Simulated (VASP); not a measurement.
A run of VASP 6.6.1 is set up as follows.

INCAR

```
SYSTEM = H
PREC = Accurate
ENCUT = 600
EDIFF = 1E-6
ISMEAR = -1
SIGMA = 0.05
LREAL = .False.
LASPH = .True.
NELM = 60
ALGO = Normal
ISIF = 3
LWAVE = .False.
LCHARG = .False.
GGA = PE
IBRION = 2
NSW = 60
EDIFFG = -0.01
PSTRESS = 100.0
```

KPOINTS

```
Automatic mesh
0
Gamma
  11 11 11
  0 0 0
```

The input POSCAR:

```
H
1.0
   -1.6915344700      1.6915344700      2.0584739900
    1.6915344700     -1.6915344700      2.0584739900
    1.6915344700      1.6915344700     -2.0584739900
H
2
Direct
    0.0901377100      0.0901377100      0.0000000000
    0.9098622900      0.9098622900      0.0000000000
```

Potentials or basis: VASP PAW PBE potentials, release 64 (H).

Command:

```sh
$ cat potpaw_PBE.64/H/POTCAR > POTCAR
$ mpirun -np 1 vasp_std > vasp.out
```

Task: Predict the relaxed cell.

Result: a = 2.454 Å, b = 2.454 Å, c = 2.454 Å, α = 119.66°, β = 119.66°, γ = 90.59°.

Task: What does it give for the space group after relaxing (to 0.05 Å)?

Result: I4/mmm (No. 139).

Step by step:
| step | energy change (eV) | largest force (eV/Å) | pressure (GPa) | volume (Å³) |
| --- | --- | --- | --- | --- |
| 1 | 0.0000 | 0.2568 | 0.76 | 23.56 |
| 2 | 0.0062 | 0.1669 | 0.95 | 21.32 |
| 3 | 0.0575 | 0.1201 | 2.92 | 15.46 |
| 4 | 0.6159 | 0.9287 | 36.45 | 7.15 |
| 5 | 0.1908 | 0.9909 | 11.03 | 11.30 |
| 6 | 0.5290 | 3.2586 | -4.11 | 10.31 |
| 7 | 0.1865 | 0.0883 | 7.92 | 11.14 |
| 8 | 0.1863 | 0.0691 | 8.01 | 11.14 |
| 9 | 0.1983 | 0.0907 | 8.46 | 10.91 |
| 10 | 0.2164 | 0.1218 | 9.22 | 10.60 |
| 11 | 0.2237 | 0.1336 | 9.53 | 10.48 |
| 12 | 0.2420 | 0.8522 | 13.46 | 10.33 |
| 13 | 0.2248 | 0.0066 | 10.06 | 10.46 |
| 14 | 0.2248 | 0.0035 | 10.07 | 10.46 |
| 15 | 0.2246 | 0.0029 | 10.06 | 10.46 |
| 16 | 0.2240 | 0.0006 | 10.05 | 10.46 |
| 17 | 0.2230 | 0.0060 | 10.03 | 10.47 |
| 18 | 0.2213 | 0.0270 | 10.03 | 10.49 |
| 19 | 0.2199 | 0.1000 | 10.18 | 10.51 |
| 20 | 0.2200 | 0.0815 | 10.13 | 10.50 |
| 21 | 0.2198 | 0.0583 | 10.02 | 10.50 |
| 22 | 0.2196 | 0.0056 | 9.85 | 10.51 |

Caveat: the cell is relaxed towards a set pressure, so the enthalpy falls and the energy may rise; the volume moved by over 15 % at a fixed basis, so the end points are rough.
